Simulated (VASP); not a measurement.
Here is a VASP 6.6.1 calculation.

INCAR

```
PREC = Accurate ; ENCUT = 520
EDIFF = 1E-6 ; ISMEAR = 0
SIGMA = 0.05 ; LREAL = F
LASPH = T ; NELM = 100
ALGO = Normal ; ISIF = 2
LWAVE = F ; LCHARG = F
GGA = PS ; NBANDS = 26
```

The input KPOINTS:

```
Automatic mesh
0
Gamma
  8 8 6
```

Contents of POSCAR:

```
ZnSe
1.0
    3.8287309347      0.0000000000      0.0000000000
    0.0000000000      3.8287309347      0.0000000000
    0.0000000000      0.0000000000      5.2575926485
Zn Se
2 2
Direct
    0.0000000000      0.0000000000      0.0000000000
    0.5000000000      0.5000000000      0.0000000000
    0.0000000000      0.5000000000      0.2862553369
    0.5000000000      0.0000000000      0.7137446631
```

Potentials or basis: VASP PAW PBE potentials, release 64 (Zn, Se).

The run is started by

```console
$ cat potpaw_PBE.64/Zn/POTCAR potpaw_PBE.64/Se/POTCAR > POTCAR
$ mpirun -np 1 vasp_std > vasp.out
```

Predict the band gap on the k mesh.

1.66 eV.

What does it give for the pressure?

8.7 GPa.

Predict the largest force.

0.634 eV/Å.

Stress tensor (GPa, compression positive):
```
9.65 0.00 0.00
0.00 9.65 0.00
0.00 0.00 6.72
```

Caveat: the cell differs from its parent crystal (atoms shifted along a free coordinate); the cell stands under pressure; the PAW data sets were made with another functional, which shifts forces and pressure a little. A k mesh can miss the band edges.
